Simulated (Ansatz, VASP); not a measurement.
TiTl: VASP beside Ansatz

```
Ti Tl
1.0
     3.17876    0.00000    0.00000
    -1.58938    2.75289    0.00000
     0.00000    0.00000    4.82989
Ti Tl
1 1
Direct
  0.33333 0.66667 0.50000
  0.00000 0.00000 0.00000
```

Alike in both runs: functional PBE; k mesh 6 × 6 × 4; occupations gaussian, width 0.1 eV; no spin polarisation.

Ansatz relaxed the structure, and its values are those at the end. VASP's run is a single point on that final structure, the one shown.

|  | VASP | Ansatz |
| --- | --- | --- |
| version | VASP 6.6.1 | Ansatz 0.2.0 |
| potentials or method | VASP PAW PBE potentials, release 64 (Ti_sv, Tl_d), cutoff 520 eV | scalar-relativistic, plane waves, PAW |
| valence electrons in the cell | 25 | 25 |

```csv
,VASP,Ansatz,Ansatz less VASP
gap on the k mesh at the Fermi level (eV),none,none,-
pressure (GPa),-0.1,-0.1,+0.06
```

A gap of «none» marks a metal or a gap that the smearing closes.

The k mesh is coarse, so the values compare programs but aren't converged. Neither program's run includes spin-orbit coupling.
